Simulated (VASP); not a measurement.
# BiTe (P-3m1) in VASP: further runs

The runs below take BiTe through relaxation of the atoms, single point, with PBE.

Everything below comes from runs of VASP 6.6.1. Logs are shortened: lines on timing, memory, paths and dates and some standing lists are left out, and cuts for length are marked.

**1. The cell of the first run**

It takes space group P-3m1 (No. 164, trigonal). Conventional cell: a = 4.451 Å, b = 4.451 Å, c = 24.209 Å, α = 90.00°, β = 90.00°, γ = 120.00°. Bi (site symmetry 3m) has 6 Te at 3.09 to 3.28 Å within 4.1 Å. Bi (site symmetry 3m) has 6 Te at 3.11 to 3.26 Å within 4.1 Å. Bi (site symmetry 3m) has 3 Bi at 3.08 Å and 3 Te at 3.55 Å within 4.1 Å. Within 4.1 Å of Te (site symmetry 3m) lie 3 Bi at 3.09 Å and 3 Te at 3.65 Å. Te (site symmetry 3m) has 6 Bi at 3.26 to 3.28 Å and 12 Te at 4.45 to 4.55 Å within 4.6 Å. Within 4.1 Å of Te (site symmetry 3m) lie 6 Bi at 3.11 to 3.55 Å.

**2. Relaxation of the atoms, PBE (34.62 Å³/atom)**

The input, INCAR:

```
PREC = Accurate ; ENCUT = 520
EDIFF = 1E-7 ; ISMEAR = -1
SIGMA = 0.05 ; LREAL = F
LASPH = T ; NELM = 60
ALGO = Normal ; ISIF = 2
LWAVE = F ; LCHARG = F
GGA = PE ; IBRION = 2
NSW = 80 ; EDIFFG = -0.02
KPAR = 8
```

The input, KPOINTS:

```
regular mesh
0
Gamma
  11 11 2
```

The input, POSCAR:

```
BiTe
1.0
    4.4512837319      0.0000000000      0.0000000000
   -2.2256418659      3.8549247913      0.0000000000
    0.0000000000      0.0000000000     24.2092761649
Bi Te
6 6
Direct
    0.0000000000      0.0000000000      0.1247650301
    0.0000000000      0.0000000000      0.8752349699
    0.3333333333      0.6666666667      0.2916185139
    0.6666666667      0.3333333333      0.7083814861
    0.6666666667      0.3333333333      0.4649501255
    0.3333333333      0.6666666667      0.5350498745
    0.3333333333      0.6666666667      0.0535933258
    0.6666666667      0.3333333333      0.9464066742
    0.6666666667      0.3333333333      0.2087189294
    0.3333333333      0.6666666667      0.7912810706
    0.0000000000      0.0000000000      0.3636049667
    0.0000000000      0.0000000000      0.6363950333
```

Potentials or basis: VASP PAW PBE potentials, release 64 (Bi_d, Te).

Started as:

```sh
$ cat potpaw_PBE.64/Bi_d/POTCAR potpaw_PBE.64/Te/POTCAR > POTCAR
$ mpirun -np 8 vasp_std > vasp.out
```

OUTCAR:

```text
PREC = Accurate
   ENCUT = 520
   EDIFF = 1E-7
   ISMEAR = -1
   LREAL = F
   LASPH = T
   NELM = 60
   ISIF = 2
   GGA = PE
   IBRION = 2
   NSW = 80
   EDIFFG = -0.02

 ion  position               nearest neighbor table
   1  0.000  0.000  0.125-   7 3.09   7 3.09   7 3.09   9 3.28   9 3.28   9 3.28
   2  0.000  0.000  0.875-   8 3.09   8 3.09   8 3.09  10 3.28  10 3.28  10 3.28
   3  0.333  0.667  0.292-  11 3.11  11 3.11  11 3.11   9 3.26   9 3.26   9 3.26
   4  0.667  0.333  0.708-  12 3.11  12 3.11  12 3.11  10 3.26  10 3.26  10 3.26
   5  0.667  0.333  0.465-   6 3.08   6 3.08   6 3.08  11 3.55  11 3.55  11 3.55
   6  0.333  0.667  0.535-   5 3.08   5 3.08   5 3.08  12 3.55  12 3.55  12 3.55
   7  0.333  0.667  0.054-   1 3.09   1 3.09   1 3.09   8 3.65   8 3.65   8 3.65
   8  0.667  0.333  0.946-   2 3.09   2 3.09   2 3.09   7 3.65   7 3.65   7 3.65
   9  0.667  0.333  0.209-   3 3.26   3 3.26   3 3.26   1 3.28   1 3.28   1 3.28
  10  0.333  0.667  0.791-   4 3.26   4 3.26   4 3.26   2 3.28   2 3.28   2 3.28
  11  0.000  0.000  0.364-   3 3.11   3 3.11   3 3.11   5 3.55   5 3.55   5 3.55
  12  0.000  0.000  0.636-   4 3.11   4 3.11   4 3.11   6 3.55   6 3.55   6 3.55

  LATTYP: Found a hexagonal cell.
 ALAT       =     4.4512837319
 C/A-ratio  =     5.4387178223

  Lattice vectors:

 A1 = (   4.4512837319,   0.0000000000,   0.0000000000)
 A2 = (  -2.2256418659,   3.8549247913,   0.0000000000)
 A3 = (   0.0000000000,   0.0000000000,  24.2092761649)

Analysis of symmetry for initial positions (statically):
=====================================================================
 Subroutine PRICEL returns:
 Original cell was already a primitive cell.

 Routine SETGRP: Setting up the symmetry group for a
 hexagonal supercell.

 Subroutine GETGRP returns: Found 12 space group operations
 (whereof 12 operations were pure point group operations)
 out of a pool of 24 trial point group operations.

The static configuration has the point symmetry D_3d.

Analysis of symmetry for dynamics (positions and initial velocities):
=====================================================================
 Subroutine PRICEL returns:
 Original cell was already a primitive cell.

 Routine SETGRP: Setting up the symmetry group for a
 hexagonal supercell.

 Subroutine GETGRP returns: Found 12 space group operations
 (whereof 12 operations were pure point group operations)
 out of a pool of 24 trial point group operations.

The dynamic configuration has the point symmetry D_3d.

 Subroutine INISYM returns: Found 12 space group operations
 (whereof 12 operations are pure point group operations),
 and found     1 'primitive' translations

----------------------------------------------------------------------------------------

                                     Primitive cell

  volume of cell :     415.4158

  direct lattice vectors                    reciprocal lattice vectors
     4.451283732  0.000000000  0.000000000     0.224654293  0.129704217  0.000000000
    -2.225641866  3.854924791  0.000000000     0.000000000  0.259408433  0.000000000
     0.000000000  0.000000000 24.209276165     0.000000000  0.000000000  0.041306481

  length of vectors
     4.451283732  4.451283732 24.209276165     0.259408433  0.259408433  0.041306481

  position of ions in fractional coordinates (direct lattice)
     0.000000000  0.000000000  0.124765030
     0.000000000  0.000000000  0.875234970
     0.333333333  0.666666667  0.291618514
     0.666666667  0.333333333  0.708381486
     0.666666667  0.333333333  0.464950126
     0.333333333  0.666666667  0.535049874
     0.333333333  0.666666667  0.053593326
     0.666666667  0.333333333  0.946406674
     0.666666667  0.333333333  0.208718929
     0.333333333  0.666666667  0.791281071
     0.000000000  0.000000000  0.363604967
     0.000000000  0.000000000  0.636395033

  ion indices of the primitive-cell ions
   primitive index   ion index
                 1           1
                 2           2
                 3           3
                 4           4
                 5           5
                 6           6
                 7           7
                 8           8
                 9           9
                10          10
                11          11
                12          12

----------------------------------------------------------------------------------------

 KPOINTS: regular mesh

Automatic generation of k-mesh.
 Grid dimensions read from file:
 generate k-points for:   11   11    2

 Generating k-lattice:

  Cartesian coordinates                     Fractional coordinates (reciprocal lattice)
     0.020423118  0.011791292  0.000000000     0.090909091  0.000000000  0.000000000
     0.000000000  0.023582585  0.000000000     0.000000000  0.090909091  0.000000000
     0.000000000  0.000000000  0.020653240     0.000000000  0.000000000  0.500000000

  Length of vectors
     0.023582585  0.023582585  0.020653240

  Shift w.r.t. Gamma in fractional coordinates (k-lattice)
     0.000000000  0.000000000  0.000000000

 Subroutine IBZKPT returns following result:
 ===========================================

 Found     32 irreducible k-points:

 Following reciprocal coordinates:
            Coordinates               Weight
  0.000000  0.000000  0.000000      1.000000
  0.090909 -0.000000  0.000000      6.000000
  0.181818  0.000000  0.000000      6.000000
  0.272727  0.000000  0.000000      6.000000
  0.363636 -0.000000  0.000000      6.000000
  0.454545  0.000000  0.000000      6.000000
[... 16 lines left out ...]
  0.090909  0.090909  0.500000      6.000000
  0.181818  0.090909  0.500000     12.000000
 [... further k-points ...]
   k-points           NKPTS =     32   k-points in BZ     NKDIM =     32   number of bands    NBANDS=     75
   number of dos      NEDOS =    301   number of ions     NIONS =     12
   total plane-waves  NPLWV = 233280
   dimension x,y,z NGX =    36 NGY =   36 NGZ =  180
   dimension x,y,z NGXF=    72 NGYF=   72 NGZF=  360
   ions per type =               6   6
   NGX,Y,Z   is equivalent  to a cutoff of  13.45, 13.45, 12.36 a.u.
   NGXF,Y,Z  is equivalent  to a cutoff of  26.89, 26.89, 24.72 a.u.
 SYSTEM =  unknown system
   PREC   = accura    normal or accurate (medium, high low for compatibility)
   ISTART =      0    job   : 0-new  1-cont  2-samecut
   ICHARG =      2    charge: 1-file 2-atom 10-const
   ISPIN  =      1    spin polarized calculation?
   LNONCOLLINEAR =      F non collinear calculations
   LSORBIT =      F    spin-orbit coupling
   LASPH  =      T    aspherical Exc in radial PAW
   ENCUT  =  520.0 eV  38.22 Ry    6.18 a.u.   8.28  8.28 45.01*2*pi/ulx,y,z
   NELM   =     60;   NELMIN=  2; NELMDL= -5     # of ELM steps
   EDIFF  = 0.1E-06   stopping-criterion for ELM
   LREAL  =      F    real-space projection
   EDIFFG = -.2E-01   stopping-criterion for IOM
   NSW    =     80    number of steps for IOM
   IBRION =      2    ionic relax: 0-MD 1-quasi-New 2-CG
   NFREE  =      1    steps in history (QN), initial steepest desc. (CG)
   ISIF   =      2    stress and relaxation
   ISYM   =      2    0-nonsym 1-usesym 2-fastsym
   POTIM  = 0.5000    time-step for ionic-motion
   TEBEG  =    0.0;   TEEND  =   0.0 temperature during run
   PSTRESS=    0.0 pullay stress
   NELECT =     126.0000    total number of electrons
   NUPDOWN=      -1.0000    fix difference up-down
   EMIN   =  10.00;   EMAX   =-10.00  energy-range for DOS
   EFERMI =   0.00;   METHOD = LEGACY
   ISMEAR =    -1;   SIGMA  =   0.05  broadening in eV -4-tet -1-fermi 0-gaus
   EFERMI_NEDOS =   21; number of points for ismear=-14 and -15
   IALGO  =     38    algorithm
   IMIX   =      4    mixing-type and parameters
     AMIX     =   0.40;   BMIX     =  1.00
     AMIX_MAG =   1.60;   BMIX_MAG =  1.00
  volume/ion in A,a.u.               =      34.62       233.61
  Fermi-wavevector in a.u.,A,eV,Ry     =   1.099944  2.078593 16.461381  1.209877
  Thomas-Fermi vector in A             =   2.236347
   LORBIT       =      0    0 simple, 1 ext, 2 COOP (PROOUT), +10 PAW based schemes
   GGA     = PE    functional components
   LHFCALC =     F    Hartree Fock is set to
   AEXX    =    0.0000 exact exchange contribution
   IVDW    =     0    specifies the selected vdW correction
   LEPSILON=     F    determine dielectric tensor
   LRPA    =     F    only Hartree local field effects (RPA)
 conjugate gradient relaxation of ions
 non-spin polarized calculation
  energy-cutoff  :      520.00
  volume of cell :      415.42
 maximum number of plane-waves:     11232
 NGX is ok and might be reduce to    36
   NGX = 17   NGY = 17   NGZ = 91

--------------------------------------- Ionic step        1  -------------------------------------------

 number of electron     126.0000028 magnetization

 Free energy of the ion-electron system (eV)
  ---------------------------------------------------
  ext. energy  EPLUGINS =         0.00000000
  ---------------------------------------------------
  free energy    TOTEN  =       -44.50948594 eV

  energy without entropy =      -44.50657124  energy(sigma->0) =      -44.50802859

------------------------ aborting loop because EDIFF is reached ----------------------------------------

  FORCE on cell =-STRESS in cart. coord.  units (eV):
  Direction    XX          YY          ZZ          XY          YZ          ZX
  --------------------------------------------------------------------------------------
  -------------------------------------------------------------------------------------
  Total        2.5447778      2.5447778      2.3775584      0.0000000      0.0000000      0.0000000
  in kB        9.8147096      9.8147097      9.1697772      0.0000000      0.0000000      0.0000000
  external PRESSURE =       9.5997322 kB  Pullay stress =       0.0000000 kB
[... 215 lines left out ...]
  energy  without entropy=      -44.5103976434  energy(sigma->0) =      -44.51197314

--------------------------------------- Ionic step        6  -------------------------------------------

 number of electron     126.0000026 magnetization

 Free energy of the ion-electron system (eV)
  ---------------------------------------------------
  ext. energy  EPLUGINS =         0.00000000
  ---------------------------------------------------
  free energy    TOTEN  =       -44.51461595 eV

  energy without entropy =      -44.51146281  energy(sigma->0) =      -44.51303938

 E-fermi :   6.2924     XC(G=0):  -9.2932

 val. band max:        6.1657982276   @ k =   0.0909  -0.0000   0.5000
 cond. band min:       6.2956399054   @ k =   0.0000   0.0000   0.5000
 fundamental gap:      0.1298416779
 Fermi energy:         6.2924382738

 k-point     1 :       0.0000    0.0000    0.0000
  band No.  band energies     occupation
      1     -17.2130      2.00000
      2     -17.2130      2.00000
      3     -17.2130      2.00000
      4     -17.2130      2.00000
      5     -17.2057      2.00000
      6     -17.2056      2.00000
[... 1861 lines left out ...]
     74       8.9244      0.00000
     75       8.9921      0.00000

 [... further k-points ...]

------------------------ aborting loop because EDIFF is reached ----------------------------------------

  FORCE on cell =-STRESS in cart. coord.  units (eV):
  Direction    XX          YY          ZZ          XY          YZ          ZX
  --------------------------------------------------------------------------------------
  -------------------------------------------------------------------------------------
  Total        2.9736905      2.9736905      3.1055724      0.0000000      0.0000000     -0.0000000
  in kB       11.4689418     11.4689418     11.9775847      0.0000000      0.0000000     -0.0000000
  external PRESSURE =      11.6384894 kB  Pullay stress =       0.0000000 kB
[... 27 lines left out ...]
  FREE ENERGIE OF THE ION-ELECTRON SYSTEM (eV)
  ---------------------------------------------------
  free  energy   TOTEN  =       -44.5146159538 eV

  energy  without entropy=      -44.5114628050  energy(sigma->0) =      -44.51303938

 reached required accuracy - stopping structural energy minimisation
```

Run time: 15 min. Hardware: 8 MPI ranks of Intel Xeon 6975P-C (Granite Rapids), shared host; peak memory 1.1 GiB.

Results:

* Free energy: -44.5146 eV
* Energy gained by relaxing: 0.4 meV/atom
* Ionic steps: 6
* Pressure after relaxing: 1.2 GPa
* Largest force after relaxing: 0.019 eV/Å
* Band gap on the k mesh: 0.13 eV (least direct gap 0.20 eV)

Forces on the atoms (eV/Å):
```
Bi   0.000  0.000  0.013
Bi   0.000  0.000 -0.013
Bi   0.000  0.000 -0.019
Bi   0.000  0.000  0.019
Bi   0.000  0.000 -0.007
Bi   0.000  0.000  0.007
Te   0.000  0.000  0.014
Te   0.000  0.000 -0.014
Te   0.000  0.000  0.007
Te   0.000  0.000 -0.007
Te   0.000  0.000 -0.005
Te   0.000  0.000  0.005
```

Step by step:
| step | energy change (eV) | largest force (eV/Å) | pressure (GPa) |
| --- | --- | --- | --- |
| 1 | 0.0000 | 0.1077 | 0.96 |
| 2 | -0.0023 | 0.0723 | 1.02 |
| 3 | -0.0033 | 0.0712 | 1.16 |
| 4 | -0.0035 | 0.0461 | 1.12 |
| 5 | -0.0041 | 0.0380 | 1.13 |
| 6 | -0.0051 | 0.0186 | 1.16 |

Final structure:
```cif
data_structure
_symmetry_space_group_name_H-M 'P 1'
_symmetry_Int_Tables_number 1
_cell_length_a 4.4513
_cell_length_b 4.4513
_cell_length_c 24.2093
_cell_angle_alpha 90.000
_cell_angle_beta 90.000
_cell_angle_gamma 120.000
_cell_volume 415.42
loop_
_atom_site_label
_atom_site_type_symbol
_atom_site_fract_x
_atom_site_fract_y
_atom_site_fract_z
_atom_site_occupancy
Bi1 Bi 0.00000 0.00000 0.12499 1
Bi2 Bi 0.00000 0.00000 0.87501 1
Bi3 Bi 0.33333 0.66667 0.29149 1
Bi4 Bi 0.66667 0.33333 0.70851 1
Bi5 Bi 0.66667 0.33333 0.46535 1
Bi6 Bi 0.33333 0.66667 0.53465 1
Te1 Te 0.33333 0.66667 0.05450 1
Te2 Te 0.66667 0.33333 0.94550 1
Te3 Te 0.66667 0.33333 0.20872 1
Te4 Te 0.33333 0.66667 0.79128 1
Te5 Te 0.00000 0.00000 0.36282 1
Te6 Te 0.00000 0.00000 0.63718 1
```

Levels at points of the mesh, in eV from the valence-band top:
```tsv
k point	band 61	band 62	band 63	band 64	band 65	band 66
(0.00, 0.00, 0.00)	-0.34	-0.34	-0.13	0.21	0.54	0.54
(0.00, 0.00, 0.50)	-0.33	-0.33	-0.07	0.13	0.44	0.44
```

Caveat: spin-orbit coupling is left out, which moves the levels of the heavy elements. A k mesh can miss the band edges.

**3. Single point, PBE (z stretched by +2 %, then relaxed in part)**

The input, INCAR:

```
SYSTEM = BiTe
PREC     = Accurate       ! precision mode
ENCUT    = 520            ! plane-wave cutoff, eV
EDIFF    = 1E-6           ! SCF threshold, eV
ISMEAR   = -1             ! smearing method
SIGMA    = 0.05           ! smearing width, eV
LREAL    = .False.        ! projectors in reciprocal space
LASPH    = .True.         ! aspherical terms in the spheres
NELM     = 60             ! most SCF steps
ALGO     = Normal         ! electronic algorithm
ISIF     = 2              ! what is computed and relaxed
LWAVE    = .False.        ! write WAVECAR
LCHARG   = .False.        ! write CHGCAR
GGA      = PE             ! functional
NBANDS   = 75             ! bands
KPAR     = 4
```

The input, KPOINTS:

```
regular mesh
0
Gamma
  11 11 2
  0 0 0
```

The input, POSCAR:

```
BiTe
1.0
    4.4219981227      0.0000000000      0.0000000000
   -2.2109990613      3.8295627097      0.0000000000
    0.0000000000      0.0000000000     24.5310000000
Bi Te
6 6
Direct
    0.0000000000      0.0000000000      0.1257434033
    0.0000000000      0.0000000000      0.8742565967
    0.3333333333      0.6666666667      0.2911251147
    0.6666666667      0.3333333333      0.7088748853
    0.6666666667      0.3333333333      0.4655311318
    0.3333333333      0.6666666667      0.5344688682
    0.3333333333      0.6666666667      0.0556261946
    0.6666666667      0.3333333333      0.9443738054
    0.6666666667      0.3333333333      0.2089214976
    0.3333333333      0.6666666667      0.7910785024
    0.0000000000      0.0000000000      0.3621131259
    0.0000000000      0.0000000000      0.6378868741
```

Potentials or basis: VASP PAW PBE potentials, release 64 (Bi_d, Te).

Started as:

```sh
$ cat potpaw_PBE.64/Bi_d/POTCAR potpaw_PBE.64/Te/POTCAR > POTCAR
$ mpirun -np 4 vasp_std > vasp.out
```

It took 15 min on 4 MPI ranks of Oxide Virtual Turin-like, shared host; peak memory 1 GiB.

The run converged. Its results:

* Free energy: -44.5092 eV
* Pressure: 1.3 GPa
* Largest force: 0.015 eV/Å
* Band gap on the k mesh: 0.12 eV (least direct gap 0.16 eV)

Forces in eV/Å, atoms in the order of the input:
```
Bi   0.000  0.000  0.005
Bi   0.000  0.000 -0.005
Bi   0.000  0.000 -0.005
Bi   0.000  0.000  0.005
Bi   0.000  0.000 -0.015
Bi   0.000  0.000  0.015
Te   0.000  0.000 -0.006
Te   0.000  0.000  0.006
Te   0.000  0.000  0.001
Te   0.000  0.000 -0.001
Te   0.000  0.000  0.010
Te   0.000  0.000 -0.010
```

Stress tensor (GPa, compression positive):
```
1.48 0.00 0.00
0.00 1.48 0.00
0.00 0.00 1.08
```

Levels at points of the mesh, in eV from the valence-band top:
| k point | band 61 | band 62 | band 63 | band 64 | band 65 | band 66 |
| --- | --- | --- | --- | --- | --- | --- |
| (0.00, 0.00, 0.00) | -0.31 | -0.31 | -0.11 | 0.21 | 0.55 | 0.55 |
| (0.00, 0.00, 0.50) | -0.30 | -0.30 | -0.04 | 0.12 | 0.46 | 0.46 |

Caveat: the cell differs from its parent crystal (z stretched by +2 %, then relaxed in part); spin-orbit coupling is left out, which moves the levels of the heavy elements. A k mesh can miss the band edges.
